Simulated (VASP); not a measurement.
**In3As: single point with PBE**

In3As:

```
CELL_PARAMETERS angstrom
6.81211 0.00000 0.00000
-3.40605 5.89946 0.00000
0.00000 0.00000 5.15660
ATOMIC_POSITIONS crystal
In 0.82809 0.65618 0.25000
In 0.17191 0.82809 0.75000
In 0.34382 0.17191 0.25000
In 0.17191 0.34382 0.75000
In 0.82809 0.17191 0.25000
In 0.65618 0.82809 0.75000
As 0.33333 0.66667 0.25000
As 0.66667 0.33333 0.75000
```

* Program: VASP 6.6.1
* Task: single point
* Functional: PBE
* Potentials or basis: VASP PAW PBE potentials, release 64 (In_d, As)
* Cutoff: 520 eV
* k mesh: 6 × 6 × 8
* Occupations: gaussian, width 0.1 eV
* Spin: no spin polarisation

```json
{
 "Pressure": "0.0 GPa",
 "Largest force": "0.004 eV/Å",
 "Band gap on the k mesh": "zero (band 44 reaches 7.55 eV, above the bottom of band 45 at 5.73 eV)"
}
```

Forces on the atoms (eV/Å):
```
In   0.000  0.004  0.000
In  -0.004  0.002  0.000
In  -0.004 -0.002  0.000
In   0.000 -0.004  0.000
In   0.004 -0.002  0.000
In   0.004  0.002  0.000
As   0.000  0.000  0.000
As   0.000  0.000  0.000
```

Levels at points of the mesh, in eV from the Fermi level:
```csv
k point,band 40,band 41,band 42,band 43,band 44,band 45,band 46,band 47,band 48,band 49
"(0.00, 0.00, 0.00)",-1.87,-1.38,-0.39,-0.39,0.44,0.44,0.73,1.28,1.28,1.85
"(0.50, 0.00, 0.00)",-2.14,-1.24,-0.89,-0.82,-0.79,-0.35,0.30,0.77,0.86,2.42
"(0.00, 0.00, 0.50)",-3.15,-3.15,-3.15,-2.91,-2.91,2.54,2.54,3.11,3.11,3.11
"(0.50, 0.00, 0.50)",-1.49,-0.92,-0.92,-0.34,-0.34,1.18,1.18,1.38,1.38,2.28
```

It took 14 min on 1 thread of AMD EPYC 7R13, on a shared host, peak memory 0.48 GiB.

Caveat: spin-orbit coupling is left out, which moves the levels of the heavy elements.
